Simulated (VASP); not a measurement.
# BAs (Pm-3m) in VASP: single point with r2SCAN50

Aim: the single point of BAs with r2SCAN50.

Everything below comes from runs of VASP 6.6.1. Logs are shortened: lines on timing, memory, paths and dates and some standing lists are left out, and cuts for length are marked.

## Step 1: The cell of the first run

Symmetry: Pm-3m, No. 221, cubic system. Conventional cell: a = 2.934 Å, b = 2.934 Å, c = 2.934 Å, α = 90.00°, β = 90.00°, γ = 90.00°. Within 3.4 Å of B (site symmetry m-3m) lie 8 As at 2.54 Å and 6 B at 2.93 Å. Within 3.4 Å of As (site symmetry m-3m) lie 8 B at 2.54 Å and 6 As at 2.93 Å.

## Step 2: Single point, r2SCAN50

POSCAR reads:

```
BAs
1.0
    2.9343700000      0.0000000000      0.0000000000
    0.0000000000      2.9343700000      0.0000000000
    0.0000000000      0.0000000000      2.9343700000
B As
1 1
Direct
    0.5000000000      0.5000000000      0.5000000000
    0.0000000000      0.0000000000      0.0000000000
```

INCAR.step1 reads:

```
SYSTEM = BAs
PREC = Accurate
ENCUT = 580
EDIFF = 1E-5
ISMEAR = -1
SIGMA = 0.05
LREAL = .FALSE.
LASPH = .TRUE.
NELM = 120
ALGO = Normal
ISIF = 2
LWAVE = .TRUE.
LCHARG = .FALSE.
NBANDS = 16
GGA = PE
GGA_COMPAT = .FALSE.
```

INCAR.step2 reads:

```
SYSTEM = BAs
PREC = Accurate
ENCUT = 580
EDIFF = 1E-6
ISMEAR = -1
SIGMA = 0.05
LREAL = .FALSE.
LASPH = .TRUE.
NELM = 120
ALGO = Normal
ISIF = 2
LWAVE = .FALSE.
LCHARG = .FALSE.
METAGGA = R2SCAN
LHFCALC = .TRUE.
AEXX = 0.5
LMIXTAU = .TRUE.
PRECFOCK = Normal
NBANDS = 16
ISTART = 1
GGA_COMPAT = .FALSE.
```

KPOINTS reads:

```
regular mesh
0
G
  5 5 5
  0 0 0
```

Potentials or basis: VASP PAW PBE potentials, release 64 (B, As_d).

Run with:

```bash
$ cat potpaw_PBE.64/B/POTCAR potpaw_PBE.64/As_d/POTCAR > POTCAR
$ cp INCAR.step1 INCAR
$ mpirun -np 1 vasp_std > vasp.out
$ cp INCAR.step2 INCAR
$ mpirun -np 1 vasp_std > vasp.out
```

OUTCAR:

```text
SYSTEM = BAs
   PREC = Accurate
   ENCUT = 580
   EDIFF = 1E-6
   ISMEAR = -1
   LREAL = .FALSE.
   LASPH = .TRUE.
   NELM = 120
   ISIF = 2
   METAGGA = R2SCAN
   LHFCALC = .TRUE.
   AEXX = 0.5
   PRECFOCK = Normal
   ISTART = 1

 ion  position               nearest neighbor table
   1  0.500  0.500  0.500-   2 2.54   2 2.54   2 2.54   2 2.54   2 2.54   2 2.54   2 2.54   2 2.54

   2  0.000  0.000  0.000-   1 2.54   1 2.54   1 2.54   1 2.54   1 2.54   1 2.54   1 2.54   1 2.54

  LATTYP: Found a simple cubic cell.
 ALAT       =     2.9343700000

  Lattice vectors:

 A1 = (   2.9343700000,   0.0000000000,   0.0000000000)
 A2 = (   0.0000000000,   2.9343700000,   0.0000000000)
 A3 = (   0.0000000000,   0.0000000000,   2.9343700000)

Analysis of symmetry for initial positions (statically):
=====================================================================
 Subroutine PRICEL returns:
 Original cell was already a primitive cell.

 Routine SETGRP: Setting up the symmetry group for a
 simple cubic supercell.

 Subroutine GETGRP returns: Found 48 space group operations
 (whereof 48 operations were pure point group operations)
 out of a pool of 48 trial point group operations.

The static configuration has the point symmetry O_h .

Analysis of symmetry for dynamics (positions and initial velocities):
=====================================================================
 Subroutine PRICEL returns:
 Original cell was already a primitive cell.

 Routine SETGRP: Setting up the symmetry group for a
 simple cubic supercell.

 Subroutine GETGRP returns: Found 48 space group operations
 (whereof 48 operations were pure point group operations)
 out of a pool of 48 trial point group operations.

The dynamic configuration has the point symmetry O_h .

 Subroutine INISYM returns: Found 48 space group operations
 (whereof 48 operations are pure point group operations),
 and found     1 'primitive' translations

----------------------------------------------------------------------------------------

                                     Primitive cell

  volume of cell :      25.2665

  direct lattice vectors                    reciprocal lattice vectors
     2.934370000  0.000000000  0.000000000     0.340788653  0.000000000  0.000000000
     0.000000000  2.934370000  0.000000000     0.000000000  0.340788653  0.000000000
     0.000000000  0.000000000  2.934370000     0.000000000  0.000000000  0.340788653
[... 75 lines left out ...]
   ISIF   =      2    stress and relaxation
   ISYM   =      3    0-nonsym 1-usesym 2-fastsym
   POTIM  = 0.5000    time-step for ionic-motion
   TEBEG  =    0.0;   TEEND  =   0.0 temperature during run
   PSTRESS=    0.0 pullay stress
   NELECT =      18.0000    total number of electrons
   NUPDOWN=      -1.0000    fix difference up-down
   EMIN   =  10.00;   EMAX   =-10.00  energy-range for DOS
   EFERMI =   0.00;   METHOD = LEGACY
   ISMEAR =    -1;   SIGMA  =   0.05  broadening in eV -4-tet -1-fermi 0-gaus
   EFERMI_NEDOS =   21; number of points for ismear=-14 and -15
   IALGO  =     38    algorithm
   IMIX   =      1    mixing-type and parameters
     AMIX     =   0.40;   BMIX     =  1.00
     AMIX_MAG =   1.60;   BMIX_MAG =  1.00
  volume/ion in A,a.u.               =      12.63        85.25
  Fermi-wavevector in a.u.,A,eV,Ry     =   1.462124  2.763013 29.086614  2.137806
  Thomas-Fermi vector in A             =   2.578374
   LORBIT       =      0    0 simple, 1 ext, 2 COOP (PROOUT), +10 PAW based schemes
   METAGGA = R2SCAN    functional components
   LHFCALC =     T    Hartree Fock is set to
   PRECFOCK=normal    Normal, Fast or Accurate (Low or Medium for compatibility)
   ENCUT4O =  -1.0   cutoff for four orbital integrals eV
   NKREDX  =     1    reduce k-point grid by
   NKREDY  =     1    reduce k-point grid by
   NKREDZ  =     1    reduce k-point grid by
   AEXX    =    0.5000 exact exchange contribution
   HFSCREEN=    0.0000 screening length (either q_TF or 0.3 A-1)
   HFSCREENC=   0.0000 screening length for correlation (either q_TF or 0.3 A-1)
   ENCUTFOCK=  -1.0 apply spherical cutoff to Coloumb kernel
   IVDW    =     0    specifies the selected vdW correction
   LEPSILON=     F    determine dielectric tensor
   LRPA    =     F    only Hartree local field effects (RPA)
 non-spin polarized calculation
  energy-cutoff  :      580.00
  volume of cell :       25.27
 maximum number of plane-waves:       812
 NGX is ok and might be reduce to    24
  NGX = 18; NGY = 18; NGZ = 18

 number of electron      18.0000021 magnetization

 Free energy of the ion-electron system (eV)
  ---------------------------------------------------
  ext. energy  EPLUGINS =         0.00000000
  ---------------------------------------------------
  free energy    TOTEN  =       -18.51327647 eV

  energy without entropy =      -18.51327634  energy(sigma->0) =      -18.51327641

 E-fermi :   5.8528     XC(G=0):  -7.2172

 val. band max:        5.0873750662   @ k =   0.4000   0.4000   0.2000
 cond. band min:       6.4593761508   @ k =   0.0000   0.0000   0.0000
 fundamental gap:      1.3720010846
 Fermi energy:         5.8528422887

 k-point     1 :       0.0000    0.0000    0.0000
  band No.  band energies     occupation
      1     -39.6725      2.00000
      2     -39.6725      2.00000
      3     -39.6320      2.00000
      4     -39.6320      2.00000
      5     -39.6320      2.00000
      6     -15.0597      2.00000
[... 167 lines left out ...]
      3     -39.6568      2.00000
      4     -39.6145      2.00000
      5     -39.6145      2.00000
      6      -6.1391      2.00000
[... 8 lines left out ...]
     15      28.4705      0.00000
     16      28.4705      0.00000

------------------------ aborting loop because EDIFF is reached ----------------------------------------

  FORCE on cell =-STRESS in cart. coord.  units (eV):
  Direction    XX          YY          ZZ          XY          YZ          ZX
  --------------------------------------------------------------------------------------
  -------------------------------------------------------------------------------------
  Total       -1.7752516     -1.7752516     -1.7752516      0.0000000      0.0000000     -0.0000000
  in kB     -112.5708312   -112.5708312   -112.5708312      0.0000000      0.0000000     -0.0000000
  external PRESSURE =    -112.5708312 kB  Pullay stress =       0.0000000 kB

 VOLUME and BASIS-vectors are now :
 -----------------------------------------------------------------------------
  energy-cutoff  :      580.00
  volume of cell :       25.27
      direct lattice vectors                 reciprocal lattice vectors
     2.934370000  0.000000000  0.000000000     0.340788653  0.000000000  0.000000000
     0.000000000  2.934370000  0.000000000     0.000000000  0.340788653  0.000000000
     0.000000000  0.000000000  2.934370000     0.000000000  0.000000000  0.340788653

 POSITION                                       TOTAL-FORCE (eV/Angst)
 -----------------------------------------------------------------------------------
      1.46718      1.46718      1.46718         0.000000      0.000000      0.000000
      0.00000      0.00000      0.00000         0.000000      0.000000      0.000000
 -----------------------------------------------------------------------------------
    total drift:                               -0.000001      0.000000     -0.000000

  FREE ENERGIE OF THE ION-ELECTRON SYSTEM (eV)
  ---------------------------------------------------
  free  energy   TOTEN  =       -18.5132764705 eV

  energy  without entropy=      -18.5132763431  energy(sigma->0) =      -18.51327641
```

OUTCAR.step1:

```text
SYSTEM = BAs
   PREC = Accurate
   ENCUT = 580
   EDIFF = 1E-5
   ISMEAR = -1
   LREAL = .FALSE.
[... 396 lines left out ...]
      1.46718      1.46718      1.46718         0.000000      0.000000      0.000000
      0.00000      0.00000      0.00000         0.000000      0.000000      0.000000
 -----------------------------------------------------------------------------------
    total drift:                                0.000000      0.000000      0.000000

  FREE ENERGIE OF THE ION-ELECTRON SYSTEM (eV)
  ---------------------------------------------------
  free  energy   TOTEN  =        -8.3144074990 eV

  energy  without entropy=       -8.3098877864  energy(sigma->0) =       -8.31214764
```

Wall time 6.4 min (1 thread of Intel Xeon Platinum 8488C (Sapphire Rapids), shared host); peak memory 0.15 GiB.

What came out:

```yaml
Free_energy: -18.5133 eV
Pressure: -11.3 GPa
Band_gap_on_the_k_mesh: zero (bands 9 and 10 overlap by 6.13 eV)
```

Levels at points of the mesh, in eV from the Fermi level:
| k point | band 7 | band 8 | band 9 | band 10 | band 11 | band 12 |
| --- | --- | --- | --- | --- | --- | --- |
| (0.00, 0.00, 0.00) | -2.08 | -2.08 | -2.08 | 0.61 | 7.08 | 7.08 |

Caveat: the k points lie up to 0.43 Å⁻¹ apart, too coarse for converged energies and pressures of a metal; the PAW data sets were made with another functional, which shifts forces and pressure a little.

The gap in the log of VASP goes by the Fermi energy; the results here count the filled bands.